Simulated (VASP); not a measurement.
A run of VASP 6.6.1:

File INCAR:

```
PREC     = Accurate       # precision mode
ENCUT    = 520            # plane-wave cutoff, eV
EDIFF    = 1E-7           # SCF threshold, eV
ISMEAR   = -1             # smearing method
SIGMA    = 0.1            # smearing width, eV
LREAL    = False          # projectors in reciprocal space
LASPH    = True           # aspherical terms in the spheres
NELM     = 80             # most SCF steps
ALGO     = Normal         # electronic algorithm
ISIF     = 2              # what is computed and relaxed
LWAVE    = False          # write WAVECAR
LCHARG   = False          # write CHGCAR
GGA      = PS             # functional
NBANDS   = 10             # bands
```

KPOINTS

```
regular mesh
0
Gamma
  18 18 18
```

File POSCAR:

```
Co
1.0
    0.0000000000      1.6335183389      1.6335183389
    1.6335183389      0.0000000000      1.6335183389
    1.6335183389      1.6335183389      0.0000000000
Co
1
Direct
    0.0000000000      0.0000000000      0.0000000000
```

Potentials or basis: VASP PAW PBE potentials, release 64 (Co).

Command:

```bash
$ cat potpaw_PBE.64/Co/POTCAR > POTCAR
$ mpirun -np 1 vasp_std > vasp.out
```

Hardware: 1 thread of Intel(R) Xeon(R) Platinum 8259CL CPU @ 2.50GHz (Skylake/Cascade Lake) (shared host).

Question: How long does it take, and how much memory?

Answer: It took 20 s on 1 thread of Intel(R) Xeon(R) Platinum 8259CL CPU @ 2.50GHz (Skylake/Cascade Lake), on a shared host, peak memory 0.13 GiB. Counts: scf iterations 13, k points 195.
